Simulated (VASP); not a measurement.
RbBr:

```
CELL_PARAMETERS angstrom
0.00000 3.50834 3.50834
3.50834 0.00000 3.50834
3.50834 3.50834 0.00000
ATOMIC_POSITIONS crystal
Rb 0.50000 0.50000 0.50000
Br 0.00000 0.00000 0.00000
```

Base run:

| Item | Value |
| --- | --- |
| Program | VASP 6.6.1 |
| Functional | LDA |
| Potentials or basis | VASP PAW LDA potentials, release 64 (Rb_sv, Br) |
| Cutoff | 520 eV |
| k mesh | 8 × 8 × 8 |
| Occupations | gaussian, width 0.05 eV |
| Spin | no spin polarisation |

Its results: band gap on the k mesh 3.80 eV, direct; pressure -1.9 GPa.

Task: The run is repeated on the same cell with these changes: functional from LDA to PBEsol; potentials or basis from VASP PAW LDA potentials, release 64 (Rb_sv, Br) to VASP PAW PBE potentials, release 64 (Rb_sv, Br). What comes out?

Result: Band gap on the k mesh 4.06 eV, direct; pressure -0.8 GPa.

Caveats: the PAW data sets were made with another functional, which shifts forces and pressure a little (some runs).

A k mesh can miss the band edges.
